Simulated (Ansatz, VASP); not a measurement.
Sn: VASP beside Ansatz

```
Sn
1.0
    -1.64886    1.70001    2.33834
     1.64886   -1.70001    2.33834
     1.80422    1.85108   -2.33834
Sn
1
Cartesian
  0.0000 0.0000 0.0000
```

Change from the starting cell: strain +0.0875 x Voigt [0, 0, 0, 0, 0, 1], atoms carried along.

Alike in both runs: task single point; functional PBEsol; k mesh 20 × 20 × 20; occupations gaussian, width 0.15 eV; no spin polarisation.

```csv
,VASP,Ansatz
version,VASP 6.6.1,Ansatz 0.2.0
potentials or method,"VASP PAW PBE potentials, release 64 (Sn_d), cutoff 520 eV","scalar-relativistic, plane waves, PAW"
valence electrons in the cell,14,14
```

Ansatz gave:

- gap on the k mesh at the Fermi level (eV): none
- pressure (GPa): -3.6
- traceless stress, the component that is largest in VASP (GPa): -0.28

Which values does VASP return?

gap on the k mesh at the Fermi level (eV): none; pressure (GPa): -3.5; traceless stress, the component that is largest in VASP (GPa): -0.28.

VASP's potentials were made for PBE, not for PBEsol. A gap of «none» marks a metal or a gap that the smearing closes. With one functional, cell and mesh, what is left measures potentials, basis and numerics.
